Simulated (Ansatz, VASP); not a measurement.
## Br: VASP beside Ansatz

INCAR

```
PREC     = Accurate       # precision mode
ENCUT    = 520            # plane-wave cutoff, eV
EDIFF    = 1E-7           # SCF threshold, eV
ISMEAR   = -1             # smearing method
SIGMA    = 0.1            # smearing width, eV
LREAL    = F              # projectors in reciprocal space
LASPH    = T              # aspherical terms in the spheres
NELM     = 100            # most SCF steps
ALGO     = Normal         # electronic algorithm
ISIF     = 2              # what is computed and relaxed
LWAVE    = F              # write WAVECAR
LCHARG   = F              # write CHGCAR
GGA      = CA             # functional
NBANDS   = 18             # bands
```

File KPOINTS:

```
regular mesh
0
Gamma
  8 8 8
```

POSCAR

```
Br
1.0
    4.6742673333      0.0000000000      0.0000000000
    0.0000000000      4.6742673333      0.0000000000
    0.0000000000      0.0000000000      4.5976400000
Br
3
Direct
    0.5000000000      0.0000000000      0.0000000000
    0.0000000000      0.5000000000      0.0000000000
    0.0000000000      0.0000000000      0.5000000000
```

Input for Ansatz:

```yaml
crystal:
  lattice:
    - [4.674267333333333, 0.0, 0.0]
    - [0.0, 4.674267333333333, 0.0]
    - [0.0, 0.0, 4.59764]
  atoms:
    - { symbol: Br, position: [0.5, 0.0, 0.0] }
    - { symbol: Br, position: [0.0, 0.5, 0.0] }
    - { symbol: Br, position: [0.0, 0.0, 0.5] }
basis:
  ecutwfc: 520.0
kpoints:
  mp_grid:
    grid: [8, 8, 8]
hamiltonian:
  xc: lda
  pseudopotentials:
    kind: paw
scf:
  occupations:
    method: fermi_dirac
    width: 0.1
output:
  stress: true
```

Alike in both runs: task single point; functional LDA; k mesh 8 × 8 × 8; occupations fermi-dirac, width 0.1 eV; no spin polarisation.

|  | VASP | Ansatz |
| --- | --- | --- |
| version | VASP 6.6.1 | Ansatz 0.2.0 |
| potentials or method | VASP PAW LDA potentials, release 64 (Br), cutoff 520 eV | plane waves, PAW |
| valence electrons in the cell | 21 | 21 |

```tsv
	VASP	Ansatz	Ansatz less VASP
pressure (GPa)	-4.3	-4.3	-0.02
traceless stress, the component that is largest in VASP (GPa)	-0.10	-0.10	-0.001
```

LDA's correlation is that of Perdew and Zunger in VASP and of Perdew and Wang (1992) in Ansatz.
